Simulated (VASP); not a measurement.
# Ni (Pm-3m) in VASP: a series of runs

Runs on Ni. Level: BLYP. Tasks: single point.

All numbers are computed with VASP 6.6.1; they aren't measurements. Logs are shortened: lines on timing, memory, paths and dates and some standing lists are left out, and cuts for length are marked.

## Step 1: The cell of the first run

It takes space group Pm-3m (No. 221, cubic). The conventional cell has a = 2.430 Å, b = 2.430 Å, c = 2.430 Å, α = 90.00°, β = 90.00°, γ = 90.00°. Within 3.2 Å of Ni (site symmetry m-3m) lie 6 Ni at 2.43 Å.

## Step 2: Single point, BLYP, collinear spin, ferromagnetic start (volume scaled by 1.08)

Contents of INCAR:

```
PREC     = Accurate       # precision mode
ENCUT    = 520            # plane-wave cutoff, eV
EDIFF    = 1E-6           # SCF threshold, eV
ISMEAR   = -1             # smearing method
SIGMA    = 0.05           # smearing width, eV
LREAL    = F              # projectors in reciprocal space
LASPH    = T              # aspherical terms in the spheres
NELM     = 150            # most SCF steps
ALGO     = Normal         # electronic algorithm
ISIF     = 2              # what is computed and relaxed
LWAVE    = F              # write WAVECAR
LCHARG   = T              # write CHGCAR
ISPIN    = 2              # spin polarisation
MAGMOM   = 0.539          # initial moments
LORBIT   = 11             # projections on sites
LMAXMIX  = 4              # l up to which the mixer works
GGA      = B5             # functional
ALDAX    = 1.0          
AGGAX    = 1.0          
AGGAC    = 1.0          
ALDAC    = 0.0          
LELF     = T              # ELF
LVHAR    = T            
NBANDS   = 15             # bands
```

Contents of KPOINTS:

```
regular mesh
0
Gamma
  15 15 15
```

Contents of POSCAR:

```
Ni
1.0
    2.4296015321      0.0000000000      0.0000000000
    0.0000000000      2.4296015321      0.0000000000
    0.0000000000      0.0000000000      2.4296015321
Ni
1
Direct
    0.0000000000      0.0000000000      0.0000000000
```

Potentials or basis: VASP PAW PBE potentials, release 64 (Ni).

Started as:

```bash
$ cat potpaw_PBE.64/Ni/POTCAR > POTCAR
$ mpirun -np 1 vasp_std > vasp.out
```

OUTCAR:

```text
PREC = Accurate
   ENCUT = 520
   EDIFF = 1E-6
   ISMEAR = -1
   LREAL = F
   LASPH = T
   NELM = 150
   ISIF = 2
   ISPIN = 2
   LORBIT = 11
   GGA = B5

 ion  position               nearest neighbor table
   1  0.000  0.000  0.000-

  LATTYP: Found a simple cubic cell.
 ALAT       =     2.4296015321

  Lattice vectors:

 A1 = (   2.4296015321,   0.0000000000,   0.0000000000)
 A2 = (   0.0000000000,   2.4296015321,   0.0000000000)
 A3 = (   0.0000000000,   0.0000000000,   2.4296015321)

Analysis of symmetry for initial positions (statically):
=====================================================================
 Subroutine PRICEL returns:
 Original cell was already a primitive cell.

 Routine SETGRP: Setting up the symmetry group for a
 simple cubic supercell.

 Subroutine GETGRP returns: Found 48 space group operations
 (whereof 48 operations were pure point group operations)
 out of a pool of 48 trial point group operations.

The static configuration has the point symmetry O_h .

Analysis of symmetry for dynamics (positions and initial velocities):
=====================================================================
 Subroutine PRICEL returns:
 Original cell was already a primitive cell.

 Routine SETGRP: Setting up the symmetry group for a
 simple cubic supercell.

 Subroutine GETGRP returns: Found 48 space group operations
 (whereof 48 operations were pure point group operations)
 out of a pool of 48 trial point group operations.

The dynamic configuration has the point symmetry O_h .

Analysis of structural, dynamic, and magnetic symmetry:
=====================================================================
 Subroutine PRICEL returns:
 Original cell was already a primitive cell.

 Routine SETGRP: Setting up the symmetry group for a
 simple cubic supercell.

 Subroutine GETGRP returns: Found 48 space group operations
 (whereof 48 operations were pure point group operations)
 out of a pool of 48 trial point group operations.

The overall configuration has the point symmetry O_h .

 Subroutine INISYM returns: Found 48 space group operations
 (whereof 48 operations are pure point group operations),
 and found     1 'primitive' translations

----------------------------------------------------------------------------------------

                                     Primitive cell

  volume of cell :      14.3418

  direct lattice vectors                    reciprocal lattice vectors
     2.429601532  0.000000000  0.000000000     0.411590126  0.000000000  0.000000000
     0.000000000  2.429601532  0.000000000     0.000000000  0.411590126  0.000000000
     0.000000000  0.000000000  2.429601532     0.000000000  0.000000000  0.411590126

  length of vectors
     2.429601532  2.429601532  2.429601532     0.411590126  0.411590126  0.411590126

  position of ions in fractional coordinates (direct lattice)
     0.000000000  0.000000000  0.000000000

  ion indices of the primitive-cell ions
   primitive index   ion index
                 1           1

----------------------------------------------------------------------------------------

 KPOINTS: regular mesh

Automatic generation of k-mesh.
 Grid dimensions read from file:
 generate k-points for:   15   15   15

 Generating k-lattice:

  Cartesian coordinates                     Fractional coordinates (reciprocal lattice)
     0.027439342  0.000000000  0.000000000     0.066666667  0.000000000  0.000000000
     0.000000000  0.027439342  0.000000000     0.000000000  0.066666667  0.000000000
     0.000000000  0.000000000  0.027439342     0.000000000  0.000000000  0.066666667

  Length of vectors
     0.027439342  0.027439342  0.027439342

  Shift w.r.t. Gamma in fractional coordinates (k-lattice)
     0.000000000  0.000000000  0.000000000

 Subroutine IBZKPT returns following result:
 ===========================================

 Found    120 irreducible k-points:

 Following reciprocal coordinates:
            Coordinates               Weight
  0.000000  0.000000  0.000000      1.000000
  0.066667  0.000000  0.000000      6.000000
  0.133333  0.000000  0.000000      6.000000
  0.200000  0.000000  0.000000      6.000000
  0.266667  0.000000  0.000000      6.000000
  0.333333  0.000000  0.000000      6.000000
[... 16 lines left out ...]
  0.266667  0.200000  0.000000     24.000000
  0.333333  0.200000  0.000000     24.000000
 [... further k-points ...]
   k-points           NKPTS =    120   k-points in BZ     NKDIM =    120   number of bands    NBANDS=     15
   number of dos      NEDOS =    301   number of ions     NIONS =      1
   total plane-waves  NPLWV =   5832
   dimension x,y,z NGX =    18 NGY =   18 NGZ =   18
   dimension x,y,z NGXF=    36 NGYF=   36 NGZF=   36
   ions per type =               1
   NGX,Y,Z   is equivalent  to a cutoff of  12.32, 12.32, 12.32 a.u.
   NGXF,Y,Z  is equivalent  to a cutoff of  24.63, 24.63, 24.63 a.u.
 SYSTEM =  unknown system
   PREC   = accura    normal or accurate (medium, high low for compatibility)
   ISTART =      0    job   : 0-new  1-cont  2-samecut
   ICHARG =      2    charge: 1-file 2-atom 10-const
   ISPIN  =      2    spin polarized calculation?
   LNONCOLLINEAR =      F non collinear calculations
   LSORBIT =      F    spin-orbit coupling
   LASPH  =      T    aspherical Exc in radial PAW
   ENCUT  =  520.0 eV  38.22 Ry    6.18 a.u.   4.52  4.52  4.52*2*pi/ulx,y,z
   NELM   =    150;   NELMIN=  2; NELMDL= -5     # of ELM steps
   EDIFF  = 0.1E-05   stopping-criterion for ELM
   LREAL  =      F    real-space projection
   EDIFFG = 0.1E-04   stopping-criterion for IOM
   NSW    =      0    number of steps for IOM
   IBRION =     -1    ionic relax: 0-MD 1-quasi-New 2-CG
   NFREE  =      0    steps in history (QN), initial steepest desc. (CG)
   ISIF   =      2    stress and relaxation
   ISYM   =      2    0-nonsym 1-usesym 2-fastsym
   POTIM  = 0.5000    time-step for ionic-motion
   TEBEG  =    0.0;   TEEND  =   0.0 temperature during run
   PSTRESS=    0.0 pullay stress
   NELECT =      10.0000    total number of electrons
   NUPDOWN=      -1.0000    fix difference up-down
   EMIN   =  10.00;   EMAX   =-10.00  energy-range for DOS
   EFERMI =   0.00;   METHOD = LEGACY
   ISMEAR =    -1;   SIGMA  =   0.05  broadening in eV -4-tet -1-fermi 0-gaus
   EFERMI_NEDOS =   21; number of points for ismear=-14 and -15
   IALGO  =     38    algorithm
   IMIX   =      4    mixing-type and parameters
     AMIX     =   0.40;   BMIX     =  1.00
     AMIX_MAG =   1.60;   BMIX_MAG =  1.00
  volume/ion in A,a.u.               =      14.34        96.78
  Fermi-wavevector in a.u.,A,eV,Ry     =   1.451687  2.743291 28.672868  2.107396
  Thomas-Fermi vector in A             =   2.569156
   LORBIT       =     11    0 simple, 1 ext, 2 COOP (PROOUT), +10 PAW based schemes
   GGA     = B5    functional components
   LHFCALC =     F    Hartree Fock is set to
   AEXX    =    0.0000 exact exchange contribution
   IVDW    =     0    specifies the selected vdW correction
   LEPSILON=     F    determine dielectric tensor
   LRPA    =     F    only Hartree local field effects (RPA)
 spin polarized calculation
  energy-cutoff  :      520.00
  volume of cell :       14.34
 maximum number of plane-waves:       397
 NGX is ok and might be reduce to    18
   NGX =  9   NGY =  9   NGZ =  9

 number of electron      10.0000001 magnetization       0.6334840

 Free energy of the ion-electron system (eV)
  ---------------------------------------------------
  ext. energy  EPLUGINS =         0.00000000
  ---------------------------------------------------
  free energy    TOTEN  =        -4.06083177 eV

  energy without entropy =       -4.04078153  energy(sigma->0) =       -4.05080665

 E-fermi :   6.4027     XC(G=0): -11.0087

 val. band max:        6.4013969476   @ k =   0.4667   0.4000   0.4000
 cond. band min:       6.4052726032   @ k =   0.4667   0.4000   0.3333
 fundamental gap:      0.0038756556
 Fermi energy:         6.4027234371

 spin component 1

 k-point     1 :       0.0000    0.0000    0.0000
  band No.  band energies     occupation
      1      -0.6795      1.00000
      2       3.2753      1.00000
      3       3.2753      1.00000
      4       5.9301      0.99992
      5       5.9301      0.99992
      6       5.9301      0.99992
      7      24.3058      0.00000
      8      24.3058      0.00000
      9      24.3058      0.00000
     10      28.0665      0.00000
     11      28.0665      0.00000
     12      31.9579      0.00000
     13      45.4269      0.00000
     14      45.4269      0.00000
     15      45.4269      0.00000
[... 397 lines left out ...]
 k-point    24 :       0.3333    0.2000    0.0000
  band No.  band energies     occupation
      1       2.6123      1.00000
      2       3.8040      1.00000
      3       4.4098      1.00000
      4       5.3370      1.00000
      5       5.6328      1.00000
      6       5.7097      1.00000
      7      13.6859      0.00000
      8      20.7007      0.00000
      9      28.6249      0.00000
     10      29.1976      0.00000
     11      30.8786      0.00000
     12      37.8507      0.00000
     13      38.3640      0.00000
     14      40.3927      0.00000
     15      44.5591      0.00000

 [... further k-points ...]

 spin component 2

 k-point     1 :       0.0000    0.0000    0.0000
  band No.  band energies     occupation
      1      -0.6461      1.00000
      2       3.8176      1.00000
      3       3.8176      1.00000
      4       6.6445      0.00789
      5       6.6445      0.00789
      6       6.6445      0.00789
      7      24.3868      0.00000
      8      24.3868      0.00000
      9      24.3868      0.00000
     10      28.1921      0.00000
     11      28.1921      0.00000
     12      31.9885      0.00000
     13      45.4446      0.00000
     14      45.4446      0.00000
     15      45.4446      0.00000
[... 397 lines left out ...]
 k-point    24 :       0.3333    0.2000    0.0000
  band No.  band energies     occupation
      1       2.7745      1.00000
      2       4.3398      1.00000
      3       4.9557      1.00000
      4       6.0187      0.99954
      5       6.1565      0.99279
      6       6.4120      0.45366
      7      13.8748      0.00000
      8      20.8318      0.00000
      9      28.7213      0.00000
     10      29.3196      0.00000
     11      30.8937      0.00000
     12      37.9044      0.00000
     13      38.4596      0.00000
     14      40.4277      0.00000
     15      44.6428      0.00000

 [... further k-points ...]
[... 5 lines left out ...]
  --------------------------------------------------------------------------------------
  -------------------------------------------------------------------------------------
  Total       -0.6373396     -0.6373396     -0.6373396      0.0000000     -0.0000000     -0.0000000
  in kB      -71.1994026    -71.1994026    -71.1994026      0.0000000     -0.0000000     -0.0000000
  external PRESSURE =     -71.1994026 kB  Pullay stress =       0.0000000 kB

 VOLUME and BASIS-vectors are now :
 -----------------------------------------------------------------------------
  energy-cutoff  :      520.00
  volume of cell :       14.34
      direct lattice vectors                 reciprocal lattice vectors
     2.429601532  0.000000000  0.000000000     0.411590126  0.000000000  0.000000000
     0.000000000  2.429601532  0.000000000     0.000000000  0.411590126  0.000000000
     0.000000000  0.000000000  2.429601532     0.000000000  0.000000000  0.411590126

 POSITION                                       TOTAL-FORCE (eV/Angst)
 -----------------------------------------------------------------------------------
      0.00000      0.00000      0.00000         0.000000      0.000000      0.000000
 -----------------------------------------------------------------------------------
    total drift:                                0.000000      0.000000      0.000000

  FREE ENERGIE OF THE ION-ELECTRON SYSTEM (eV)
  ---------------------------------------------------
  free  energy   TOTEN  =        -4.0608317724 eV

  energy  without entropy=       -4.0407815329  energy(sigma->0) =       -4.05080665

 total charge

# of ion       s       p       d       tot
------------------------------------------
    1        0.475   0.301   8.358   9.134

 magnetization (x)

# of ion       s       p       d       tot
------------------------------------------
    1       -0.002  -0.003   0.645   0.641
```

It took 19 s on 1 thread of Intel Xeon 6975P-C (Granite Rapids), shared host; peak memory 0.14 GiB.

What came out:

* Free energy: -4.0608 eV
* Pressure: -7.1 GPa
* Net moment: 0.63 μB per cell
* Site moments: Ni +0.64 μB
* Valence electrons inside the program's atomic spheres: Ni 9.13

Caveat: the PAW data sets were made with another functional, which shifts forces and pressure a little.

(Part 1 of 2 ends here.)
